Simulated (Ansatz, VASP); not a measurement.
**Two plane-wave programs on Ti**

INCAR

```
PREC     = Accurate       # precision mode
ENCUT    = 600            # plane-wave cutoff, eV
EDIFF    = 1E-7           # SCF threshold, eV
ISMEAR   = -1             # smearing method
SIGMA    = 0.1            # smearing width, eV
LREAL    = F              # projectors in reciprocal space
LASPH    = T              # aspherical terms in the spheres
NELM     = 60             # most SCF steps
ALGO     = Normal         # electronic algorithm
ISIF     = 3              # what is computed and relaxed
LWAVE    = F              # write WAVECAR
LCHARG   = F              # write CHGCAR
GGA      = RE             # functional
IBRION   = 2              # ionic algorithm
NSW      = 80             # ionic steps
EDIFFG   = -0.01          # ionic threshold
```

The input KPOINTS:

```
Automatic mesh
0
Gamma
  10 10 10
```

Contents of POSCAR:

```
Ti
1.0
    0.0000000000      2.8780170575      2.8780170575
    2.8780170575      0.0000000000      2.8780170575
    2.8780170575      2.8780170575      0.0000000000
Ti
2
Direct
    0.1250000000      0.1250000000      0.1250000000
    0.8750000000      0.8750000000      0.8750000000
```

Input for Ansatz:

```yaml
crystal:
  lattice:
    - [0.0, 2.8780170575, 2.8780170575]
    - [2.8780170575, 0.0, 2.8780170575]
    - [2.8780170575, 2.8780170575, 0.0]
  atoms:
    - { symbol: Ti, position: [0.125, 0.125, 0.125] }
    - { symbol: Ti, position: [0.875, 0.875, 0.875] }
hamiltonian:
  xc: revpbe
  pseudopotentials:
    kind: paw
    azcp:
      Ti: "pseudopotentials/Ti.paw.azcp"
basis:
  ecutwfc: 420
  fft_grid_basis: typed
kpoints:
  mp_grid: { grid: [10, 10, 10], shift: [0, 0, 0] }
magnetization:
  spin_polarized: false
scf:
  occupations: { method: fermi_dirac, width: 0.1 }
relax:
  max_steps: 60
  f_tol: 0.01
  cell: {}
```

Alike in both runs: task relaxation of cell and atoms; functional revPBE; k mesh 10 × 10 × 10; occupations fermi-dirac, width 0.1 eV; no spin polarisation.

|  | VASP | Ansatz |
| --- | --- | --- |
| version | VASP 6.6.1 | Ansatz 0.2.0 |
| potentials or method | VASP PAW PBE potentials, release 64 (Ti_sv), cutoff 600 eV | plane waves (420 eV) with PAW, scalar-relativistic |
| valence electrons in the cell | 24 | 24 |

```csv
,VASP,Ansatz,Ansatz less VASP
relaxed volume (Å³/atom),24.29,24.26,-0.029
relaxed cell length with the largest relative difference (Å),4.095,4.094,-0.0016
```

VASP's potentials were made for PBE, not for revPBE.
